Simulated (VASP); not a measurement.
# Mg (P6_3/mmc) in VASP: further runs, part 2 of 2

VASP 6.6.1.

**3. Relaxation of cell and atoms, PBEsol, target pressure 10 GPa, at which the enthalpy is minimised**

The input, INCAR:

```
  PREC = Accurate
  ENCUT = 600
  EDIFF = 1E-6
  ISMEAR = -1
  SIGMA = 0.05
  LREAL = F
  LASPH = T
  NELM = 100
  ALGO = Normal
  ISIF = 3
  LWAVE = F
  LCHARG = F
  GGA = PS
  IBRION = 2
  NSW = 80
  EDIFFG = -0.01
  PSTRESS = 100.0
```

The input, KPOINTS:

```
regular mesh
0
Gamma
  10 10 5
```

The input, POSCAR:

```
Mg
1.0
    3.2093000000      0.0000000000      0.0000000000
   -1.6046500000      2.7793353284      0.0000000000
    0.0000000000      0.0000000000      5.2103000000
Mg
2
Direct
    0.6666666667      0.3333333333      0.7500000000
    0.3333333333      0.6666666667      0.2500000000
```

Potentials or basis: VASP PAW PBE potentials, release 64 (Mg).

The run is started by

```console
$ cat potpaw_PBE.64/Mg/POTCAR > POTCAR
$ mpirun -np 1 vasp_std > vasp.out
```

OUTCAR:

```text
PREC = Accurate
   ENCUT = 600
   EDIFF = 1E-6
   ISMEAR = -1
   LREAL = F
   LASPH = T
   NELM = 100
   ISIF = 3
   GGA = PS
   IBRION = 2
   NSW = 80
   EDIFFG = -0.01
   PSTRESS = 100.0

 ion  position               nearest neighbor table
   1  0.667  0.333  0.750-   2 3.20   2 3.20   2 3.20   2 3.20   2 3.20   2 3.20
   2  0.333  0.667  0.250-   1 3.20   1 3.20   1 3.20   1 3.20   1 3.20   1 3.20

  LATTYP: Found a hexagonal cell.
 ALAT       =     3.2093000000
 C/A-ratio  =     1.6235004518

  Lattice vectors:

 A1 = (   3.2093000000,   0.0000000000,   0.0000000000)
 A2 = (  -1.6046500000,   2.7793353284,   0.0000000000)
 A3 = (   0.0000000000,   0.0000000000,   5.2103000000)

Analysis of symmetry for initial positions (statically):
=====================================================================
 Subroutine PRICEL returns:
 Original cell was already a primitive cell.

 Routine SETGRP: Setting up the symmetry group for a
 hexagonal supercell.

 Subroutine GETGRP returns: Found 24 space group operations
 (whereof 12 operations were pure point group operations)
 out of a pool of 24 trial point group operations.

The static configuration has the point symmetry D_3d.
 The point group associated with its full space group is D_6h.

Analysis of symmetry for dynamics (positions and initial velocities):
=====================================================================
 Subroutine PRICEL returns:
 Original cell was already a primitive cell.

 Routine SETGRP: Setting up the symmetry group for a
 hexagonal supercell.

 Subroutine GETGRP returns: Found 24 space group operations
 (whereof 12 operations were pure point group operations)
 out of a pool of 24 trial point group operations.

The dynamic configuration has the point symmetry D_3d.
 The point group associated with its full space group is D_6h.

 Subroutine INISYM returns: Found 24 space group operations
 (whereof 12 operations are pure point group operations),
 and found     1 'primitive' translations

[... 125 lines left out ...]
 conjugate gradient relaxation of ions
 non-spin polarized calculation
  energy-cutoff  :      600.00
  volume of cell :       46.47
 maximum number of plane-waves:      1578
 NGX is ok and might be reduce to    28
   NGX = 13   NGY = 13   NGZ = 21

--------------------------------------- Ionic step        1  -------------------------------------------

 number of electron       4.0000000 magnetization

 Free energy of the ion-electron system (eV)
  ---------------------------------------------------
  ext. energy  EPLUGINS =         0.00000000
  ---------------------------------------------------
  free energy    TOTEN  =        -3.43705105 eV

  energy without entropy =       -3.42518200  energy(sigma->0) =       -3.43111653

------------------------ aborting loop because EDIFF is reached ----------------------------------------

  FORCE on cell =-STRESS in cart. coord.  units (eV):
  Direction    XX          YY          ZZ          XY          YZ          ZX
  --------------------------------------------------------------------------------------
  -------------------------------------------------------------------------------------
  Total       -0.4303337     -0.4303337     -0.0963185      0.0000000     -0.0000000      0.0000000
  in kB      -14.8354927    -14.8354927     -3.3205224      0.0000000     -0.0000000      0.0000000
  external PRESSURE =    -110.9971693 kB  Pullay stress =     100.0000000 kB
[... 253 lines left out ...]
--------------------------------------- Ionic step        8  -------------------------------------------

 number of electron       4.0000000 magnetization

 Free energy of the ion-electron system (eV)
  ---------------------------------------------------
  ext. energy  EPLUGINS =         0.00000000
  ---------------------------------------------------
  free energy    TOTEN  =        -3.24141712 eV

  energy without entropy =       -3.23278103  energy(sigma->0) =       -3.23709907

 E-fermi :   3.8034     XC(G=0):  -9.1966

 val. band max:        3.8014550924   @ k =   0.5000   0.0000   0.4000
 cond. band min:       3.8062458537   @ k =   0.2000   0.1000   0.0000
 fundamental gap:      0.0047907613
 Fermi energy:         3.8034249853

 k-point     1 :       0.0000    0.0000    0.0000
  band No.  band energies     occupation
      1      -4.1135      2.00000
      2       1.6240      2.00000
      3       2.3670      2.00000
      4      16.0507      0.00000
      5      16.0507      0.00000
      6      16.6391      0.00000
[... 199 lines left out ...]
 k-point    24 :       0.4000    0.1000    0.2000
  band No.  band energies     occupation
      1       0.7571      2.00000
      2       2.7865      2.00000
      3       4.4199      0.00001
      4       6.3534      0.00000
      5       8.4445      0.00000
      6       9.7965      0.00000

 [... further k-points ...]

------------------------ aborting loop because EDIFF is reached ----------------------------------------

  FORCE on cell =-STRESS in cart. coord.  units (eV):
  Direction    XX          YY          ZZ          XY          YZ          ZX
  --------------------------------------------------------------------------------------
  -------------------------------------------------------------------------------------
  Total        2.3353010      2.3353010      2.3496544      0.0000000      0.0000000      0.0000000
  in kB       99.8429610     99.8429610    100.4566263      0.0000000      0.0000000      0.0000000
  external PRESSURE =       0.0475161 kB  Pullay stress =     100.0000000 kB
[... 21 lines left out ...]
  energy  without entropy=       -3.2327810301  energy(sigma->0) =       -3.23709907

  enthalpy is  TOTEN    =        -0.9024430391 eV   P V=        2.3389740771

 reached required accuracy - stopping structural energy minimisation
```

OSZICAR:

```text
N       E                     dE             d eps       ncg     rms          rms(c)
DAV:   1     0.709173352862E-01    0.70917E-01   -0.14383E+03   504   0.538E+02
DAV:   2    -0.343183122818E+01   -0.35027E+01   -0.32903E+01   720   0.314E+01
DAV:   3    -0.345707664505E+01   -0.25245E-01   -0.23901E-01   702   0.346E+00
[... 38 lines left out ...]
DAV:   1    -0.324381092633E+01    0.49190E-02   -0.14800E-04   624   0.874E-02    0.382E-03
DAV:   2    -0.324381089814E+01    0.28192E-07   -0.42462E-07   474   0.587E-03
   7 F= -.90243384E+00 E0= -.89810969E+00  d E =-.775192E-04
       N       E                     dE             d eps       ncg     rms          rms(c)
DAV:   1    -0.324141704483E+01    0.23939E-02   -0.34374E-05   636   0.429E-02    0.186E-03
DAV:   2    -0.324141711614E+01   -0.71308E-07   -0.86563E-08   300   0.268E-03
   8 F= -.90244304E+00 E0= -.89812500E+00  d E =-.867226E-04
```

CONTCAR:

```text
Mg
   1.00000000000000
     2.9729768194636943   -0.0000000000000000    0.0000000000000000
    -1.4864884097318471    2.5746734505663800   -0.0000000000000000
    -0.0000000000000000   -0.0000000000000000    4.8957847280464071
  Mg
     2
Direct
     0.6666666667000030    0.3333333332999970    0.7500000000000000
     0.3333333332999970    0.6666666667000030    0.2500000000000000

  0.00000000E+00  0.00000000E+00  0.00000000E+00
  0.00000000E+00  0.00000000E+00  0.00000000E+00
```

Wall time 21 s (1 thread of Intel Xeon 6975P-C (Granite Rapids), shared host); peak memory 0.19 GiB.

Results:

```
Free energy                                            : -3.2414 eV
Relaxed volume                                         : 18.74 Å³/atom
Relaxed cell                                           : a = 2.973 Å, b = 2.973 Å, c = 4.896 Å, α = 90.00°, β = 90.00°, γ = 120.00°
Space group after relaxing (to 0.05 Å)                 : P6_3/mmc (No. 194)
Energy change on relaxing (the enthalpy is what falls) : +97.8 meV/atom
Ionic steps                                            : 8
Pressure after relaxing                                : 10.0 GPa
Band gap on the k mesh                                 : zero (band 2 reaches 4.27 eV, above the bottom of band 3 at 2.37 eV)
```

Step by step:
| step | energy change (eV) | largest force (eV/Å) | pressure (GPa) | volume (Å³) |
| --- | --- | --- | --- | --- |
| 1 | 0.0000 | 0.0000 | -1.10 | 46.47 |
| 2 | 0.2652 | 0.0000 | 12.09 | 36.46 |
| 3 | 0.1989 | 0.0000 | 10.07 | 37.42 |
| 4 | 0.1885 | 0.0000 | 9.74 | 37.59 |
| 5 | 0.1884 | 0.0000 | 9.75 | 37.59 |
| 6 | 0.1883 | 0.0000 | 9.77 | 37.59 |
| 7 | 0.1932 | 0.0000 | 9.93 | 37.51 |
| 8 | 0.1956 | 0.0000 | 10.00 | 37.47 |

Final structure:
```
Mg
1.0
     2.97298    0.00000    0.00000
    -1.48649    2.57467    0.00000
     0.00000    0.00000    4.89578
Mg
2
Direct
  0.66667 0.33333 0.75000
  0.33333 0.66667 0.25000
```

Caveat: the cell is relaxed towards a set pressure, so the enthalpy falls and the energy may rise; the volume moved by over 15 % at a fixed basis, so the end points are rough; the PAW data sets were made with another functional, which shifts forces and pressure a little.

**4. Relaxation of cell and atoms, PBEsol, target pressure 20 GPa, at which the enthalpy is minimised**

The input, INCAR:

```
PREC     = Accurate       # precision mode
ENCUT    = 600            # plane-wave cutoff, eV
EDIFF    = 1E-6           # SCF threshold, eV
ISMEAR   = -1             # smearing method
SIGMA    = 0.05           # smearing width, eV
LREAL    = F              # projectors in reciprocal space
LASPH    = T              # aspherical terms in the spheres
NELM     = 100            # most SCF steps
ALGO     = Normal         # electronic algorithm
ISIF     = 3              # what is computed and relaxed
LWAVE    = F              # write WAVECAR
LCHARG   = F              # write CHGCAR
GGA      = PS             # functional
IBRION   = 2              # ionic algorithm
NSW      = 80             # ionic steps
EDIFFG   = -0.01          # ionic threshold
PSTRESS  = 200.0
```

The input, KPOINTS:

```
Automatic mesh
0
Gamma
  10 10 5
```

POSCAR is that of step 3.

The run is started by

```console
$ cat potpaw_PBE.64/Mg/POTCAR > POTCAR
$ mpirun -np 1 vasp_std > vasp.out
```

Wall time 19 s (1 thread of Intel Xeon 6975P-C (Granite Rapids), shared host); peak memory 0.19 GiB.

Results (log left out):

- Free energy: -2.8792 eV
- Relaxed volume: 16.75 Å³/atom
- Relaxed cell: a = 2.872 Å, b = 2.872 Å, c = 4.690 Å, α = 90.00°, β = 90.00°, γ = 120.00°
- Space group after relaxing (to 0.05 Å): P6_3/mmc (No. 194)
- Energy change on relaxing (the enthalpy is what falls): +278.9 meV/atom
- Ionic steps: 6
- Pressure after relaxing: 20.0 GPa
- Band gap on the k mesh: zero (band 2 reaches 4.99 eV, above the bottom of band 3 at 3.17 eV)

The path:
| step | energy change (eV) | largest force (eV/Å) | pressure (GPa) | volume (Å³) |
| --- | --- | --- | --- | --- |
| 1 | 0.0000 | 0.0000 | -1.10 | 46.47 |
| 2 | 1.4200 | 0.0000 | 40.63 | 28.78 |
| 3 | 0.5505 | 0.0000 | 19.81 | 33.56 |
| 4 | 0.5795 | 0.0000 | 20.55 | 33.33 |
| 5 | 0.5467 | 0.0000 | 19.72 | 33.59 |
| 6 | 0.5579 | 0.0000 | 20.00 | 33.50 |

Final structure:
```
Mg
1.0
     2.87171    0.00000    0.00000
    -1.43585    2.48697    0.00000
     0.00000    0.00000    4.69035
Mg
2
Direct
  0.66667 0.33333 0.75000
  0.33333 0.66667 0.25000
```

Levels at points of the mesh, in eV from the Fermi level:
```
           k point  band 1  band 2  band 3  band 4  band 5
(0.00, 0.00, 0.00)   -8.48   -2.34   -1.38   12.85   12.85
(0.50, 0.00, 0.00)   -2.79   -2.48    3.00    3.10    4.17
```

Caveat: the cell is relaxed towards a set pressure, so the enthalpy falls and the energy may rise; the volume moved by over 15 % at a fixed basis, so the end points are rough; the PAW data sets were made with another functional, which shifts forces and pressure a little.

**5. Relaxation of cell and atoms, PBEsol, target pressure 30 GPa, at which the enthalpy is minimised**

The input, INCAR:

```
SYSTEM = Mg
PREC = Accurate
ENCUT = 600
EDIFF = 1E-6
ISMEAR = -1
SIGMA = 0.05
LREAL = .False.
LASPH = .True.
NELM = 100
ALGO = Normal
ISIF = 3
LWAVE = .False.
LCHARG = .False.
GGA = PS
IBRION = 2
NSW = 80
EDIFFG = -0.01
PSTRESS = 300.0
```

The input, KPOINTS:

```
Automatic mesh
0
Gamma
  10 10 5
  0 0 0
```

POSCAR is that of step 4.

The run is started by

```console
$ cat potpaw_PBE.64/Mg/POTCAR > POTCAR
$ mpirun -np 1 vasp_std > vasp.out
```

Wall time 22 s (1 thread of Intel Xeon 6975P-C (Granite Rapids), shared host); peak memory 0.18 GiB.

Results (log left out):

* Free energy: -2.4709 eV
* Relaxed volume: 15.43 Å³/atom
* Relaxed cell: a = 2.795 Å, b = 2.795 Å, c = 4.560 Å, α = 90.00°, β = 90.00°, γ = 120.00°
* Space group after relaxing (to 0.05 Å): P6_3/mmc (No. 194)
* Energy change on relaxing (the enthalpy is what falls): +483.1 meV/atom
* Ionic steps: 7
* Pressure after relaxing: 30.0 GPa
* Band gap on the k mesh: zero (band 2 reaches 5.54 eV, above the bottom of band 3 at 3.75 eV)

Stress tensor (GPa, compression positive):
```
30.03  0.00  0.00
 0.00 30.03  0.00
 0.00  0.00 29.94
```

Step by step:
```tsv
step	energy change (eV)	largest force (eV/Å)	pressure (GPa)	volume (Å³)
1	0.0000	0.0000	-1.10	46.47
2	4.1697	0.0000	104.93	22.26
3	0.8537	0.0000	27.31	31.48
4	0.9414	0.0000	29.41	30.98
5	0.9917	0.0000	30.60	30.72
6	0.9471	0.0000	29.54	30.95
7	0.9662	0.0000	30.00	30.85
```

Final structure:
```
Mg
1.0
     2.79496    0.00000    0.00000
    -1.39748    2.42051    0.00000
     0.00000    0.00000    4.56026
Mg
2
Cartesian
  1.3975 0.8068 3.4202
  0.0000 1.6137 1.1401
```

Levels at points of the mesh, in eV from the Fermi level:
| k point | band 1 | band 2 | band 3 | band 4 | band 5 | band 6 |
| --- | --- | --- | --- | --- | --- | --- |
| (0.00, 0.00, 0.00) | -8.92 | -2.48 | -1.38 | 13.37 | 13.37 | 14.19 |
| (0.50, 0.00, 0.00) | -2.96 | -2.57 | 3.00 | 3.25 | 4.48 | 4.49 |

Caveat: the cell is relaxed towards a set pressure, so the enthalpy falls and the energy may rise; the volume moved by over 15 % at a fixed basis, so the end points are rough; the PAW data sets were made with another functional, which shifts forces and pressure a little.

**6. Summary**

```tsv
cell	gap on the mesh (eV)	pressure (GPa)
relaxed to 5 GPa	none	5.0
relaxed to 10 GPa	none	10.0
relaxed to 20 GPa	none	20.0
relaxed to 30 GPa	none	30.0
```

Alike in all rows: task relaxation of cell and atoms; level PBEsol; potentials or basis VASP PAW PBE potentials, release 64 (Mg); no spin polarisation; k mesh 10 × 10 × 5; cutoff (eV) 600; smearing fermi-dirac 0.05 eV.

Caveats: the cell is relaxed towards a set pressure, so the enthalpy falls and the energy may rise; the PAW data sets were made with another functional, which shifts forces and pressure a little; the volume moved by over 15 % at a fixed basis, so the end points are rough (some runs).

Absolute energies hang on the potentials; compare differences alone.
